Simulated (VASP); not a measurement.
# Na4TmSb (F-43m) in VASP: further runs, part 2 of 2

VASP 6.6.1. The steps go on from the part before.

### 4 Relaxation of cell and atoms, PBE

Input file INCAR:

```
PREC     = Accurate       # precision mode
ENCUT    = 500            # plane-wave cutoff, eV
EDIFF    = 1E-7           # SCF threshold, eV
ISMEAR   = 0              # smearing method
SIGMA    = 0.1            # smearing width, eV
LREAL    = False          # projectors in reciprocal space
LASPH    = True           # aspherical terms in the spheres
NELM     = 200            # most SCF steps
ALGO     = Normal         # electronic algorithm
ISIF     = 3              # what is computed and relaxed
LWAVE    = False          # write WAVECAR
LCHARG   = False          # write CHGCAR
GGA      = PE             # functional
IBRION   = 2              # ionic algorithm
NSW      = 90             # ionic steps
EDIFFG   = -0.04          # ionic threshold
GGA_COMPAT= False        
NELMIN   = 4            
LMAXMIX  = 6              # l up to which the mixer works
```

Input file KPOINTS:

```
Automatic mesh
0
Gamma
  4 4 4
```

Input file POSCAR:

```
Na4TmSb
1.0
    0.0000000000      4.1579679900      4.1579679900
    4.1579679900      0.0000000000      4.1579679900
    4.1579679900      4.1579679900      0.0000000000
Na Tm Sb
4 1 1
Direct
    0.6249677700      0.1250966900      0.6249677700
    0.6249677700      0.6249677700      0.1250966900
    0.6249677700      0.6249677700      0.6249677700
    0.1250966900      0.6249677700      0.6249677700
    0.0000000000      0.0000000000      0.0000000000
    0.2500000000      0.2500000000      0.2500000000
```

Potentials or basis: VASP PAW PBE potentials, release 64 (Na_pv, Tm_3, Sb), 4f in core.

Command:

```
> cat potpaw_PBE.64/Na_pv/POTCAR potpaw_PBE.64/Tm_3/POTCAR potpaw_PBE.64/Sb/POTCAR > POTCAR
> mpirun -np 1 vasp_std > vasp.out
```

OUTCAR:

```text
PREC = Accurate
   ENCUT = 500
   EDIFF = 1E-7
   ISMEAR = 0
   LREAL = False
   LASPH = True
   NELM = 200
   ISIF = 3
   GGA = PE
   IBRION = 2
   NSW = 90
   EDIFFG = -0.04
   NELMIN = 4

 ion  position               nearest neighbor table
   1  0.625  0.125  0.625-
   2  0.625  0.625  0.125-
   3  0.625  0.625  0.625-
   4  0.125  0.625  0.625-
   5  0.000  0.000  0.000-   6 3.60   6 3.60   6 3.60   6 3.60
   6  0.250  0.250  0.250-   5 3.60   5 3.60   5 3.60   5 3.60

  LATTYP: Found a face centered cubic cell.
 ALAT       =     8.3159359800

[... 176 lines left out ...]

  FORCE on cell =-STRESS in cart. coord.  units (eV):
  Direction    XX          YY          ZZ          XY          YZ          ZX
  --------------------------------------------------------------------------------------
  -------------------------------------------------------------------------------------
  Total        5.0315960      5.0315960      5.0315960      0.0000000      0.0000000     -0.0000000
  in kB       56.0715967     56.0715967     56.0715967      0.0000000      0.0000000     -0.0000000
  external PRESSURE =      56.0715967 kB  Pullay stress =       0.0000000 kB
[... 107 lines left out ...]
--------------------------------------- Ionic step        4  -------------------------------------------

 number of electron      42.0000034 magnetization

 Free energy of the ion-electron system (eV)
  ---------------------------------------------------
  ext. energy  EPLUGINS =         0.00000000
  ---------------------------------------------------
  free energy    TOTEN  =       -12.93504673 eV

  energy without entropy =      -12.90933126  energy(sigma->0) =      -12.92218900

 E-fermi :   2.7835     XC(G=0):  -8.1846

 val. band max:        2.6653380556   @ k =   0.5000   0.0000   0.0000
 cond. band min:       2.8012179362   @ k =  -0.2500   0.2500   0.0000
 fundamental gap:      0.1358798806
 Fermi energy:         2.7835060739

 k-point     1 :       0.0000    0.0000    0.0000
  band No.  band energies     occupation
      1     -24.4816      2.00000
      2     -24.4816      2.00000
      3     -24.4816      2.00000
      4     -22.2767      2.00000
      5     -22.1718      2.00000
      6     -22.1718      2.00000
[... 246 lines left out ...]
  FREE ENERGIE OF THE ION-ELECTRON SYSTEM (eV)
  ---------------------------------------------------
  free  energy   TOTEN  =       -12.9350467329 eV

  energy  without entropy=      -12.9093312623  energy(sigma->0) =      -12.92218900

 reached required accuracy - stopping structural energy minimisation
```

OSZICAR:

```text
N       E                     dE             d eps       ncg     rms          rms(c)
DAV:   1     0.361953057148E+03    0.36195E+03   -0.21185E+04   400   0.171E+03
DAV:   2     0.135267360211E+02   -0.34843E+03   -0.34686E+03   424   0.494E+02
DAV:   3    -0.116222465942E+02   -0.25149E+02   -0.24890E+02   512   0.140E+02
[... 41 lines left out ...]
DAV:   5    -0.129350746002E+02    0.56106E-03   -0.12032E-03   509   0.196E-01    0.401E-02
DAV:   6    -0.129350480406E+02    0.26560E-04   -0.78689E-05   478   0.911E-02    0.155E-02
DAV:   7    -0.129350472794E+02    0.76124E-06   -0.70847E-06   518   0.179E-02    0.684E-03
DAV:   8    -0.129350468163E+02    0.46313E-06   -0.17224E-06   523   0.159E-02    0.190E-03
DAV:   9    -0.129350467329E+02    0.83337E-07   -0.19101E-07   346   0.277E-03
   4 F= -.12935047E+02 E0= -.12922189E+02  d E =-.452326E+00
```

CONTCAR:

```text
Na4TmSb
   1.00000000000000
     0.0000000000000000    4.4341935425446151    4.4341935425446151
     4.4341935425446151   -0.0000000000000000    4.4341935425446151
     4.4341935425446151    4.4341935425446151   -0.0000000000000000
  Na              Tm              Sb
     4     1     1
Direct
     0.6245022339786034    0.1264932980641827    0.6245022339786034
     0.6245022339786034    0.6245022339786034    0.1264932980641827
     0.6245022339786034    0.6245022339786034    0.6245022339786034
     0.1264932980641827    0.6245022339786034    0.6245022339786034
     0.0000000000000000    0.0000000000000000    0.0000000000000000
     0.2500000000000000    0.2500000000000000    0.2500000000000000

  0.00000000E+00  0.00000000E+00  0.00000000E+00
  0.00000000E+00  0.00000000E+00  0.00000000E+00
  0.00000000E+00  0.00000000E+00  0.00000000E+00
  0.00000000E+00  0.00000000E+00  0.00000000E+00
  0.00000000E+00  0.00000000E+00  0.00000000E+00
  0.00000000E+00  0.00000000E+00  0.00000000E+00
```

It took 81 s on 1 thread of Intel Xeon 6975P-C (Granite Rapids), shared host; peak memory 0.33 GiB.

What came out:

- Free energy: -12.9350 eV
- Relaxed volume: 29.06 Å³/atom
- Relaxed cell: a = 6.271 Å, b = 6.271 Å, c = 6.271 Å, α = 60.00°, β = 60.00°, γ = 60.00°
- Space group after relaxing (to 0.1 Å): F-43m (No. 216)
- Energy gained by relaxing: 75.4 meV/atom
- Ionic steps: 4
- Pressure after relaxing: 0.0 GPa
- Largest force after relaxing: 0.039 eV/Å
- Band gap on the k mesh: zero (bands 21 and 22 overlap by 0.63 eV)

Forces in eV/Å, atoms in the order of the input:
```
Na  -0.023  0.023 -0.023
Na  -0.023 -0.023  0.023
Na   0.023  0.023  0.023
Na   0.023 -0.023 -0.023
Tm   0.000  0.000  0.000
Sb   0.000  0.000  0.000
```

The path:
| step | energy change (eV) | largest force (eV/Å) | pressure (GPa) | volume (Å³) |
| --- | --- | --- | --- | --- |
| 1 | 0.0000 | 0.0856 | 5.61 | 143.77 |
| 2 | -0.3933 | 0.0022 | 1.67 | 161.94 |
| 3 | -0.4444 | 0.0510 | -0.51 | 178.77 |
| 4 | -0.4523 | 0.0391 | -0.05 | 174.37 |

Final structure:
```
Na Tm Sb
1.0
     0.00000    4.43419    4.43419
     4.43419    0.00000    4.43419
     4.43419    4.43419    0.00000
Na Tm Sb
4 1 1
Direct
  0.62450 0.12649 0.62450
  0.62450 0.62450 0.12649
  0.62450 0.62450 0.62450
  0.12649 0.62450 0.62450
  0.00000 0.00000 0.00000
  0.25000 0.25000 0.25000
```

Levels at points of the mesh, in eV from the Fermi level:
| k point | band 19 | band 20 | band 21 | band 22 | band 23 | band 24 |
| --- | --- | --- | --- | --- | --- | --- |
| (0.00, 0.00, 0.00) | -2.06 | -2.06 | 0.34 | 0.34 | 1.09 | 1.09 |
| (0.50, 0.00, 0.00) | -2.09 | -1.62 | -0.12 | 0.13 | 0.13 | 0.69 |
| (0.50, 0.50, 0.00) | -2.32 | -1.77 | -1.18 | 0.65 | 0.65 | 0.75 |

Caveat: the volume moved by over 15 % at a fixed basis, so the end points are rough; spin-orbit coupling is left out, which moves the levels of the heavy elements; the 4f electrons are frozen in the core, so they carry no moment and show no levels. Spin polarisation is off, so any magnetic state and its effect on volume and gap are missing.

### 5 Single point, PBE

This run uses another cell than the first one, of 28.99 Å³/atom.

Input file INCAR:

```
PREC     = Accurate       # precision mode
ENCUT    = 500            # plane-wave cutoff, eV
EDIFF    = 1E-6           # SCF threshold, eV
ISMEAR   = 0              # smearing method
SIGMA    = 0.1            # smearing width, eV
LREAL    = F              # projectors in reciprocal space
LASPH    = T              # aspherical terms in the spheres
NELM     = 200            # most SCF steps
ALGO     = Normal         # electronic algorithm
ISIF     = 2              # what is computed and relaxed
LWAVE    = F              # write WAVECAR
LCHARG   = F              # write CHGCAR
GGA      = PE             # functional
NBANDS   = 30             # bands
GGA_COMPAT= F            
LMAXMIX  = 6              # l up to which the mixer works
```

Input file KPOINTS:

```
regular mesh
0
Gamma
  8 8 8
```

Input file POSCAR:

```
Na4TmSb
1.0
    0.0000000000      4.4304922474      4.4304922474
    4.4304922474      0.0000000000      4.4304922474
    4.4304922474      4.4304922474      0.0000000000
Na Tm Sb
4 1 1
Direct
    0.8743747677      0.3752084108      0.3752084108
    0.3752084108      0.3752084108      0.3752084108
    0.3752084108      0.8743747677      0.3752084108
    0.3752084108      0.3752084108      0.8743747677
    0.0000000000      0.0000000000      0.0000000000
    0.7500000000      0.7500000000      0.7500000000
```

Potentials or basis: VASP PAW PBE potentials, release 64 (Na_pv, Tm_3, Sb), 4f in core.

Command:

```
> cat potpaw_PBE.64/Na_pv/POTCAR potpaw_PBE.64/Tm_3/POTCAR potpaw_PBE.64/Sb/POTCAR > POTCAR
> mpirun -np 1 vasp_std > vasp.out
```

OUTCAR:

```text
PREC = Accurate
   ENCUT = 500
   EDIFF = 1E-6
   ISMEAR = 0
   LREAL = F
   LASPH = T
   NELM = 200
   ISIF = 2
   GGA = PE

 ion  position               nearest neighbor table
   1  0.874  0.375  0.375-
   2  0.375  0.375  0.375-
   3  0.375  0.874  0.375-
   4  0.375  0.375  0.874-
   5  0.000  0.000  0.000-
   6  0.750  0.750  0.750-

  LATTYP: Found a face centered cubic cell.
 ALAT       =     8.8609844948

  Lattice vectors:

 A1 = (   0.0000000000,   4.4304922474,   4.4304922474)
 A2 = (   4.4304922474,   0.0000000000,   4.4304922474)
 A3 = (   4.4304922474,   4.4304922474,   0.0000000000)

Analysis of symmetry for initial positions (statically):
=====================================================================
 Subroutine PRICEL returns:
 Original cell was already a primitive cell.

 Routine SETGRP: Setting up the symmetry group for a
 face centered cubic supercell.

 Subroutine GETGRP returns: Found 24 space group operations
 (whereof 24 operations were pure point group operations)
 out of a pool of 48 trial point group operations.

The static configuration has the point symmetry T_d .

Analysis of symmetry for dynamics (positions and initial velocities):
=====================================================================
 Subroutine PRICEL returns:
 Original cell was already a primitive cell.

 Routine SETGRP: Setting up the symmetry group for a
 face centered cubic supercell.

 Subroutine GETGRP returns: Found 24 space group operations
 (whereof 24 operations were pure point group operations)
 out of a pool of 48 trial point group operations.

The dynamic configuration has the point symmetry T_d .

 Subroutine INISYM returns: Found 24 space group operations
 (whereof 24 operations are pure point group operations),
[... 123 lines left out ...]
     AMIX     =   0.40;   BMIX     =  1.00
     AMIX_MAG =   1.60;   BMIX_MAG =  1.00
  volume/ion in A,a.u.               =      28.99       195.63
  Fermi-wavevector in a.u.,A,eV,Ry     =   1.019442  1.926466 14.140024  1.039262
  Thomas-Fermi vector in A             =   2.152956
   LORBIT       =      0    0 simple, 1 ext, 2 COOP (PROOUT), +10 PAW based schemes
   GGA     = PE    functional components
   LHFCALC =     F    Hartree Fock is set to
   AEXX    =    0.0000 exact exchange contribution
   IVDW    =     0    specifies the selected vdW correction
   LEPSILON=     F    determine dielectric tensor
   LRPA    =     F    only Hartree local field effects (RPA)
 non-spin polarized calculation
 Gauss-broadening in eV      SIGMA  =   0.10
  energy-cutoff  :      500.00
  volume of cell :      173.93
 maximum number of plane-waves:      4477
 NGX is ok and might be reduce to    48
   NGX = 23   NGY = 23   NGZ = 23

 number of electron      42.0000038 magnetization

 Free energy of the ion-electron system (eV)
  ---------------------------------------------------
  ext. energy  EPLUGINS =         0.00000000
  ---------------------------------------------------
  free energy    TOTEN  =       -13.00782182 eV

  energy without entropy =      -12.99656499  energy(sigma->0) =      -13.00219341

 E-fermi :   2.6983     XC(G=0):  -8.1965

 val. band max:        2.6914846989   @ k =   0.2500   0.1250   0.0000
 cond. band min:       2.7377959160   @ k =   0.3750   0.0000   0.0000
 fundamental gap:      0.0463112171
 Fermi energy:         2.6983199395

 k-point     1 :       0.0000    0.0000    0.0000
  band No.  band energies     occupation
      1     -24.5220      2.00000
      2     -24.5220      2.00000
      3     -24.5220      2.00000
      4     -22.2518      2.00000
      5     -22.1454      2.00000
      6     -22.1454      2.00000
[... 781 lines left out ...]
     29       5.7421      0.00000
     30       6.8047      0.00000

 [... further k-points ...]

------------------------ aborting loop because EDIFF is reached ----------------------------------------

  FORCE on cell =-STRESS in cart. coord.  units (eV):
  Direction    XX          YY          ZZ          XY          YZ          ZX
  --------------------------------------------------------------------------------------
  -------------------------------------------------------------------------------------
  Total        0.0365737      0.0365737      0.0365737      0.0000000      0.0000000      0.0000000
  in kB        0.3368942      0.3368942      0.3368942      0.0000000      0.0000000      0.0000000
  external PRESSURE =       0.3368942 kB  Pullay stress =       0.0000000 kB

 VOLUME and BASIS-vectors are now :
 -----------------------------------------------------------------------------
  energy-cutoff  :      500.00
  volume of cell :      173.93
      direct lattice vectors                 reciprocal lattice vectors
     0.000000000  4.430492247  4.430492247    -0.112854277  0.112854277  0.112854277
     4.430492247  0.000000000  4.430492247     0.112854277 -0.112854277  0.112854277
     4.430492247  4.430492247  0.000000000     0.112854277  0.112854277 -0.112854277

 POSITION                                       TOTAL-FORCE (eV/Angst)
 -----------------------------------------------------------------------------------
      3.32472      5.53627      5.53627        -0.004758      0.004758      0.004758
      3.32472      3.32472      3.32472        -0.004758     -0.004758     -0.004758
      5.53627      3.32472      5.53627         0.004758     -0.004758      0.004758
      5.53627      5.53627      3.32472         0.004758      0.004758     -0.004758
      0.00000      0.00000      0.00000        -0.000000     -0.000000     -0.000000
      6.64574      6.64574      6.64574        -0.000000     -0.000000     -0.000000
 -----------------------------------------------------------------------------------
    total drift:                               -0.000000     -0.000000     -0.000000

  FREE ENERGIE OF THE ION-ELECTRON SYSTEM (eV)
  ---------------------------------------------------
  free  energy   TOTEN  =       -13.0078218240 eV

  energy  without entropy=      -12.9965649863  energy(sigma->0) =      -13.00219341
```

Wall time 94 s (1 thread of Intel Xeon 6975P-C (Granite Rapids), shared host); peak memory 0.4 GiB.

What came out:

| Item | Value |
| --- | --- |
| Free energy | -13.0078 eV |
| Pressure | 0.0 GPa |
| Largest force | 0.008 eV/Å |
| Band gap on the k mesh | zero (bands 21 and 22 overlap by 0.61 eV) |

Forces on the atoms (eV/Å):
```
Na  -0.005  0.005  0.005
Na  -0.005 -0.005 -0.005
Na   0.005 -0.005  0.005
Na   0.005  0.005 -0.005
Tm   0.000  0.000  0.000
Sb   0.000  0.000  0.000
```

Levels at points of the mesh, in eV from the Fermi level:
```csv
k point,band 17,band 18,band 19,band 20,band 21,band 22,band 23,band 24,band 25,band 26
"(0.00, 0.00, 0.00)",-2.87,-1.97,-1.97,-1.97,0.41,0.41,1.18,1.18,1.18,1.27
"(0.50, 0.00, 0.00)",-3.78,-2.00,-2.00,-1.52,-0.03,0.21,0.21,0.77,0.77,1.76
"(0.50, 0.50, 0.00)",-3.66,-2.24,-2.24,-1.68,-1.09,0.73,0.73,0.82,1.57,1.82
```

Caveat: spin-orbit coupling is left out, which moves the levels of the heavy elements; the 4f electrons are frozen in the core, so they carry no moment and show no levels. Spin polarisation is off, so any magnetic state and its effect on volume and gap are missing.

### 6 The runs side by side

```csv
task,cell,k mesh,gap on the mesh (eV),pressure (GPa),largest force (eV/Å)
single point,"a = 5.880 Å, angles 60.0°, 6 atoms",4 × 4 × 4,none,5.6,0.09
single point,"a = 6.266 Å, angles 60.0°, 6 atoms",4 × 4 × 4,none,0.1,0.01
relaxation of cell and atoms,"relaxed from a = 5.880 Å, angles 60.0°, 6 atoms",4 × 4 × 4,none,0.0,0.04
single point,"a = 6.266 Å, angles 60.0°, 6 atoms",8 × 8 × 8,none,0.0,0.01
```

Alike in all rows: level PBE; potentials or basis VASP PAW PBE potentials, release 64 (Na_pv, Tm_3, Sb), 4f in core; no spin polarisation; cutoff (eV) 500; smearing gaussian 0.1 eV.

Caveats: spin-orbit coupling is left out, which moves the levels of the heavy elements; the 4f electrons are frozen in the core, so they carry no moment and show no levels; the cell stands under pressure (at least some runs); the volume moved by over 15 % at a fixed basis, so the end points are rough (at least some runs).

Absolute energies hang on the potentials; compare differences alone.
